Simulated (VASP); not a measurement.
# Sc (P6_3/mmc) in VASP: single point with r2SCAN

Aim: the single point of Sc with r2SCAN.

All numbers are computed with VASP 6.6.1; they aren't measurements. Logs are shortened: lines on timing, memory, paths and dates and some standing lists are left out, and cuts for length are marked.

### Step 1. The cell of the first run

It takes space group P6_3/mmc (No. 194, hexagonal). Conventional cell: a = 3.406 Å, b = 3.406 Å, c = 5.269 Å, α = 90.00°, β = 90.00°, γ = 120.00°. Sc (site symmetry -6m2) has 12 Sc at 3.29 to 3.41 Å within 4.3 Å.

### Step 2. Single point, r2SCAN

File POSCAR:

```
Sc
1.0
    3.4055379748      0.0000000000      0.0000000000
   -1.7027689874      2.9492823998      0.0000000000
    0.0000000000      0.0000000000      5.2689014308
Sc
2
Direct
    0.3333333333      0.6666666667      0.2500000000
    0.6666666667      0.3333333333      0.7500000000
```

File INCAR.step1:

```
  PREC = Accurate
  ENCUT = 520
  ISMEAR = 0
  SIGMA = 0.1
  LREAL = False
  LASPH = True
  NELM = 80
  NBANDS = 18
  GGA = PE
  ALGO = Normal
  EDIFF = 1E-4
  LWAVE = True
  LCHARG = False
```

File INCAR.step2:

```
  PREC = Accurate
  ENCUT = 520
  EDIFF = 1E-7
  ISMEAR = 0
  SIGMA = 0.1
  LREAL = False
  LASPH = True
  NELM = 80
  ALGO = Normal
  ISIF = 2
  LWAVE = False
  LCHARG = False
  METAGGA = R2SCAN
  LMIXTAU = True
  NBANDS = 18
  ISTART = 1
```

File KPOINTS:

```
Automatic mesh
0
Gamma
  6 6 4
```

Potentials or basis: VASP PAW PBE potentials, release 64 (Sc_sv).

Run with:

```console
cat potpaw_PBE.64/Sc_sv/POTCAR > POTCAR
cp INCAR.step1 INCAR
mpirun -np 1 vasp_std > vasp.out
cp INCAR.step2 INCAR
mpirun -np 1 vasp_std > vasp.out
```

OUTCAR:

```text
PREC = Accurate
   ENCUT = 520
   EDIFF = 1E-7
   ISMEAR = 0
   LREAL = False
   LASPH = True
   NELM = 80
   ISIF = 2
   METAGGA = R2SCAN
   ISTART = 1

 ion  position               nearest neighbor table
   1  0.333  0.667  0.250-   2 3.29   2 3.29   2 3.29   2 3.29   2 3.29   2 3.29
   2  0.667  0.333  0.750-   1 3.29   1 3.29   1 3.29   1 3.29   1 3.29   1 3.29

  LATTYP: Found a hexagonal cell.
 ALAT       =     3.4055379748
 C/A-ratio  =     1.5471568574

  Lattice vectors:

 A1 = (   3.4055379748,   0.0000000000,   0.0000000000)
 A2 = (  -1.7027689874,   2.9492823998,   0.0000000000)
 A3 = (   0.0000000000,   0.0000000000,   5.2689014308)

Analysis of symmetry for initial positions (statically):
=====================================================================
 Subroutine PRICEL returns:
 Original cell was already a primitive cell.

 Routine SETGRP: Setting up the symmetry group for a
 hexagonal supercell.

 Subroutine GETGRP returns: Found 24 space group operations
 (whereof 12 operations were pure point group operations)
 out of a pool of 24 trial point group operations.

The static configuration has the point symmetry D_3d.
 The point group associated with its full space group is D_6h.

Analysis of symmetry for dynamics (positions and initial velocities):
=====================================================================
 Subroutine PRICEL returns:
 Original cell was already a primitive cell.

 Routine SETGRP: Setting up the symmetry group for a
 hexagonal supercell.

 Subroutine GETGRP returns: Found 24 space group operations
 (whereof 12 operations were pure point group operations)
 out of a pool of 24 trial point group operations.

The dynamic configuration has the point symmetry D_3d.
 The point group associated with its full space group is D_6h.

 Subroutine INISYM returns: Found 24 space group operations
 (whereof 12 operations are pure point group operations),
 and found     1 'primitive' translations

----------------------------------------------------------------------------------------

                                     Primitive cell

  volume of cell :      52.9203

  direct lattice vectors                    reciprocal lattice vectors
     3.405537975  0.000000000  0.000000000     0.293639363  0.169532765  0.000000000
    -1.702768987  2.949282400  0.000000000     0.000000000  0.339065530  0.000000000
     0.000000000  0.000000000  5.268901431     0.000000000  0.000000000  0.189792884

  length of vectors
     3.405537975  3.405537975  5.268901431     0.339065530  0.339065530  0.189792884

  position of ions in fractional coordinates (direct lattice)
     0.333333333  0.666666667  0.250000000
     0.666666667  0.333333333  0.750000000

  ion indices of the primitive-cell ions
   primitive index   ion index
                 1           1
                 2           2

----------------------------------------------------------------------------------------

 KPOINTS: Automatic mesh

Automatic generation of k-mesh.
 Grid dimensions read from file:
 generate k-points for:    6    6    4

 Generating k-lattice:

  Cartesian coordinates                     Fractional coordinates (reciprocal lattice)
     0.048939894  0.028255461  0.000000000     0.166666667  0.000000000  0.000000000
     0.000000000  0.056510922  0.000000000     0.000000000  0.166666667  0.000000000
     0.000000000  0.000000000  0.047448221     0.000000000  0.000000000  0.250000000

  Length of vectors
     0.056510922  0.056510922  0.047448221

  Shift w.r.t. Gamma in fractional coordinates (k-lattice)
     0.000000000  0.000000000  0.000000000

 Subroutine IBZKPT returns following result:
 ===========================================

 Found     21 irreducible k-points:

 Following reciprocal coordinates:
            Coordinates               Weight
  0.000000  0.000000  0.000000      1.000000
  0.166667  0.000000  0.000000      6.000000
  0.333333  0.000000  0.000000      6.000000
  0.500000  0.000000  0.000000      3.000000
  0.166667  0.166667  0.000000      6.000000
  0.333333  0.166667  0.000000     12.000000
[... 13 lines left out ...]
  0.333333  0.166667  0.500000     12.000000
  0.333333  0.333333  0.500000      2.000000
   k-points           NKPTS =     21   k-points in BZ     NKDIM =     21   number of bands    NBANDS=     18
   number of dos      NEDOS =    301   number of ions     NIONS =      2
   total plane-waves  NPLWV =  31360
   dimension x,y,z NGX =    28 NGY =   28 NGZ =   40
   dimension x,y,z NGXF=    56 NGYF=   56 NGZF=   80
   ions per type =               2
   NGX,Y,Z   is equivalent  to a cutoff of  13.67, 13.67, 12.62 a.u.
   NGXF,Y,Z  is equivalent  to a cutoff of  27.34, 27.34, 25.24 a.u.
 SYSTEM =  unknown system
   PREC   = accura    normal or accurate (medium, high low for compatibility)
   ISTART =      1    job   : 0-new  1-cont  2-samecut
   ICHARG =      0    charge: 1-file 2-atom 10-const
   ISPIN  =      1    spin polarized calculation?
   LNONCOLLINEAR =      F non collinear calculations
   LSORBIT =      F    spin-orbit coupling
   LASPH  =      T    aspherical Exc in radial PAW
   ENCUT  =  520.0 eV  38.22 Ry    6.18 a.u.   6.33  6.33  9.80*2*pi/ulx,y,z
   NELM   =     80;   NELMIN=  2; NELMDL=  0     # of ELM steps
   EDIFF  = 0.1E-06   stopping-criterion for ELM
   LREAL  =      F    real-space projection
   EDIFFG = 0.1E-05   stopping-criterion for IOM
   NSW    =      0    number of steps for IOM
   IBRION =     -1    ionic relax: 0-MD 1-quasi-New 2-CG
   NFREE  =      0    steps in history (QN), initial steepest desc. (CG)
   ISIF   =      2    stress and relaxation
   ISYM   =      2    0-nonsym 1-usesym 2-fastsym
   POTIM  = 0.5000    time-step for ionic-motion
   TEBEG  =    0.0;   TEEND  =   0.0 temperature during run
   PSTRESS=    0.0 pullay stress
   NELECT =      22.0000    total number of electrons
   NUPDOWN=      -1.0000    fix difference up-down
   EMIN   =  10.00;   EMAX   =-10.00  energy-range for DOS
   EFERMI =   0.00;   METHOD = LEGACY
   ISMEAR =     0;   SIGMA  =   0.10  broadening in eV -4-tet -1-fermi 0-gaus
   EFERMI_NEDOS =   21; number of points for ismear=-14 and -15
   IALGO  =     38    algorithm
   IMIX   =      4    mixing-type and parameters
     AMIX     =   0.40;   BMIX     =  1.00
     AMIX_MAG =   1.60;   BMIX_MAG =  1.00
  volume/ion in A,a.u.               =      26.46       178.56
  Fermi-wavevector in a.u.,A,eV,Ry     =   1.221823  2.308911 20.311481  1.492852
  Thomas-Fermi vector in A             =   2.356992
   LORBIT       =      0    0 simple, 1 ext, 2 COOP (PROOUT), +10 PAW based schemes
   METAGGA = R2SCAN    functional components
   LHFCALC =     F    Hartree Fock is set to
   AEXX    =    0.0000 exact exchange contribution
   IVDW    =     0    specifies the selected vdW correction
   LEPSILON=     F    determine dielectric tensor
   LRPA    =     F    only Hartree local field effects (RPA)
 non-spin polarized calculation
 Gauss-broadening in eV      SIGMA  =   0.10
  energy-cutoff  :      520.00
  volume of cell :       52.92
 maximum number of plane-waves:      1452
 NGX is ok and might be reduce to    28
   NGX = 13   NGY = 13   NGZ = 19

 number of electron      22.0000001 magnetization

 Free energy of the ion-electron system (eV)
  ---------------------------------------------------
  ext. energy  EPLUGINS =         0.00000000
  ---------------------------------------------------
  free energy    TOTEN  =       -22.70171811 eV

  energy without entropy =      -22.68647787  energy(sigma->0) =      -22.69409799

 E-fermi :   3.3080     XC(G=0): -10.3006

 val. band max:        3.2817694919   @ k =   0.3333   0.3333   0.5000
 cond. band min:       3.3288909509   @ k =   0.5000   0.0000   0.5000
 fundamental gap:      0.0471214589
 Fermi energy:         3.3079888600

 k-point     1 :       0.0000    0.0000    0.0000
  band No.  band energies     occupation
      1     -48.3918      2.00000
      2     -48.3356      2.00000
      3     -26.1996      2.00000
      4     -25.9242      2.00000
      5     -25.9242      2.00000
      6     -25.8678      2.00000
[... 10 lines left out ...]
     17       5.7193      0.00000
     18       5.7194      0.00000

 k-point     2 :       0.1667    0.0000    0.0000
  band No.  band energies     occupation
      1     -48.3825      2.00000
      2     -48.3330      2.00000
      3     -26.1708      2.00000
      4     -25.9753      2.00000
      5     -25.9419      2.00000
      6     -25.9209      2.00000
[... 10 lines left out ...]
     17       5.7669      0.00000
     18       5.8197      0.00000

 k-point     3 :       0.3333    0.0000    0.0000
  band No.  band energies     occupation
      1     -48.3618      2.00000
      2     -48.3296      2.00000
      3     -26.1007      2.00000
      4     -26.0801      2.00000
      5     -26.0218      2.00000
      6     -25.9751      2.00000
[... 10 lines left out ...]
     17       6.5488      0.00000
     18       6.6426      0.00000

 k-point     4 :       0.5000    0.0000    0.0000
  band No.  band energies     occupation
      1     -48.3489      2.00000
      2     -48.3305      2.00000
      3     -26.1334      2.00000
      4     -26.0699      2.00000
      5     -26.0485      2.00000
      6     -25.9910      2.00000
[... 312 lines left out ...]
      4     -26.0917      2.00000
      5     -25.9495      2.00000
      6     -25.9495      2.00000
[... 10 lines left out ...]
     17       6.8045      0.00000
     18       6.8045      0.00000

 k-point    20 :       0.3333    0.1667    0.5000
  band No.  band energies     occupation
      1     -48.3397      2.00000
      2     -48.3397      2.00000
      3     -26.1411      2.00000
      4     -26.1411      2.00000
      5     -25.9879      2.00000
      6     -25.9879      2.00000
[... 10 lines left out ...]
     17       7.0895      0.00000
     18       7.0895      0.00000

 k-point    21 :       0.3333    0.3333    0.5000
  band No.  band energies     occupation
      1     -48.3367      2.00000
      2     -48.3367      2.00000
      3     -26.1271      2.00000
      4     -26.1271      2.00000
      5     -26.0379      2.00000
      6     -26.0379      2.00000
[... 10 lines left out ...]
     17       6.9275      0.00000
     18       6.9275      0.00000

------------------------ aborting loop because EDIFF is reached ----------------------------------------

  FORCE on cell =-STRESS in cart. coord.  units (eV):
  Direction    XX          YY          ZZ          XY          YZ          ZX
  --------------------------------------------------------------------------------------
  -------------------------------------------------------------------------------------
  Total       -1.0533214     -1.0533214     -0.9813490      0.0000000      0.0000000      0.0000000
  in kB      -31.8896194    -31.8896194    -29.7106323      0.0000000      0.0000000      0.0000000
  external PRESSURE =     -31.1632904 kB  Pullay stress =       0.0000000 kB

 VOLUME and BASIS-vectors are now :
 -----------------------------------------------------------------------------
  energy-cutoff  :      520.00
  volume of cell :       52.92
      direct lattice vectors                 reciprocal lattice vectors
     3.405537975  0.000000000  0.000000000     0.293639363  0.169532765  0.000000000
    -1.702768987  2.949282400  0.000000000     0.000000000  0.339065530  0.000000000
     0.000000000  0.000000000  5.268901431     0.000000000  0.000000000  0.189792884

 POSITION                                       TOTAL-FORCE (eV/Angst)
 -----------------------------------------------------------------------------------
     -0.00000      1.96619      1.31723         0.000000     -0.000000      0.000000
      1.70277      0.98309      3.95168        -0.000000      0.000000      0.000000
 -----------------------------------------------------------------------------------
    total drift:                               -0.000000      0.000000     -0.000000

  FREE ENERGIE OF THE ION-ELECTRON SYSTEM (eV)
  ---------------------------------------------------
  free  energy   TOTEN  =       -22.7017181063 eV

  energy  without entropy=      -22.6864778679  energy(sigma->0) =      -22.69409799
```

Wall time 87 s (1 thread of Intel Xeon 6975P-C, shared host); peak memory 0.18 GiB.

What came out:

| Quantity | Value |
| --- | --- |
| Free energy | -22.7017 eV |
| Pressure | -3.1 GPa |
| Band gap on the k mesh | zero (band 11 reaches 4.40 eV, above the bottom of band 12 at 2.89 eV) |

Stress tensor (GPa, compression positive):
```
-3.19  0.00  0.00
 0.00 -3.19  0.00
 0.00  0.00 -2.97
```

Caveat: the PAW data sets were made with another functional, which shifts forces and pressure a little.
